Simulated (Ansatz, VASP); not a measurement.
Two plane-wave programs on V

```xyz
1
Lattice="0.0000 1.8694 1.8694 1.8694 0.0000 1.8694 1.8694 1.8694 0.0000" Properties=species:S:1:pos:R:3 pbc="T T T"
V     0.0000    0.0000    0.0000
```

Alike in both runs: task single point; functional PBE; k mesh 12 × 12 × 12; occupations fermi-dirac, width 0.05 eV; collinear spin.

```csv
,VASP,Ansatz
version,VASP 6.6.1,Ansatz 0.2.0
potentials or method,"VASP PAW PBE potentials, release 64 (V_sv)",Ansatz PAW
plane-wave cutoff (eV),520,420
valence electrons in the cell,13,13
```

```tsv
	VASP	Ansatz	Ansatz less VASP
gap on the k mesh at the Fermi level (eV)	none	none	-
pressure (GPa)	12.4	12.3	-0.15
net moment per atom (μB)	0.00	0.00	0.000
```

A gap of «none» marks a metal or a gap that the smearing closes.
